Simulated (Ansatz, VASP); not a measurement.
## AlN in VASP and in Ansatz

```xyz
4
Lattice="3.1130 0.0000 0.0000 -1.5565 2.6959 0.0000 0.0000 0.0000 4.9810" Properties=species:S:1:pos:R:3 pbc="T T T"
Al    0.0000    1.7973    0.0000
Al    1.5565    0.8986    2.4905
N     0.0000    1.7973    1.8928
N     1.5565    0.8986    4.3833
```

Alike in both runs: task single point; functional PBE; k mesh 12 × 12 × 4; no spin polarisation.

```csv
,VASP,Ansatz
version,VASP 6.6.1,Ansatz 0.2.0
potentials or method,"VASP PAW PBE potentials, release 64 (Al, N)","plane waves, PAW"
plane-wave cutoff (eV),600,420
occupations,"gaussian, width 0.01 eV",fixed
valence electrons in the cell,16,16
```

Ansatz gave:

```
gap on the k mesh at the Fermi level (eV) : 4.21
```

Task: Estimate VASP's values.

Result: gap on the k mesh at the Fermi level (eV): 4.22.
